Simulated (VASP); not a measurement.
Ho2O: single point with PBE

Ho2O:

```
Ho O
1.0
     3.70976    0.00000    0.00000
     0.00000    3.70976    0.00000
     0.00000    0.00000   10.44571
Ho O
4 2
Direct
  0.50000 0.00000 0.11423
  0.50000 0.00000 0.61423
  0.00000 0.50000 0.38577
  0.00000 0.50000 0.88577
  0.00000 0.00000 0.50000
  0.50000 0.50000 0.00000
```

The cell was generated, and may not be a known phase.

| Quantity | Value |
| --- | --- |
| Program | VASP 6.6.1 |
| Task | single point |
| Functional | PBE |
| Potentials or basis | VASP PAW PBE potentials, release 64 (Ho_3, O), 4f in core |
| Cutoff | 600 eV |
| k mesh | 8 × 8 × 4 |
| Occupations | gaussian, width 0.1 eV |
| Spin | no spin polarisation |
| Dipole correction | no |
| Further INCAR settings | ALGO = Normal; EDIFF = 1e-06; NBANDS = 33 |

```
Pressure               : 0.9 GPa
Largest force          : 0.130 eV/Å
Band gap on the k mesh : zero (bands 24 and 25 overlap by 0.19 eV)
```

Forces on the atoms (eV/Å):
```
Ho   0.000  0.000  0.130
Ho   0.000  0.000  0.130
Ho   0.000  0.000 -0.130
Ho   0.000  0.000 -0.130
O    0.000  0.000  0.000
O    0.000  0.000  0.000
```

Stress tensor (GPa, compression positive):
```
0.92 0.00 0.00
0.00 0.92 0.00
0.00 0.00 0.78
```

Levels at points of the mesh, in eV from the Fermi level:
```csv
k point,band 20,band 21,band 22,band 23,band 24,band 25,band 26,band 27,band 28,band 29
"(0.00, 0.00, 0.00)",-5.42,-3.97,-2.27,-2.11,-0.78,0.76,1.25,1.40,2.74,2.74
"(0.50, 0.00, 0.00)",-5.53,-1.52,-1.52,-0.79,-0.79,0.50,0.50,1.76,1.76,2.27
"(0.50, 0.50, 0.00)",-4.55,-0.58,-0.58,0.00,0.00,0.28,0.28,0.33,0.33,1.10
"(0.00, 0.00, 0.50)",-5.42,-3.43,-3.43,-1.08,-1.08,0.71,0.71,2.53,2.53,2.75
"(0.50, 0.00, 0.50)",-5.54,-1.56,-1.56,-0.65,-0.65,0.35,0.35,1.71,1.71,2.23
"(0.50, 0.50, 0.50)",-4.55,-0.58,-0.58,0.12,0.12,0.12,0.12,0.34,0.34,1.09
```

Wall time 4.7 min on 1 thread of Intel(R) Xeon(R) Platinum 8124M CPU @ 3.00GHz (Skylake/Cascade Lake), on a shared host, peak memory 0.39 GiB.

Caveat: spin-orbit coupling is left out, which moves the levels of the heavy elements; the 4f electrons are frozen in the core, so they carry no moment and show no levels; the run has no spin polarisation, though such a crystal can be magnetic. With open d or f shells a metallic result of PBE can be an artefact of self-interaction; +U or a hybrid may open a gap.
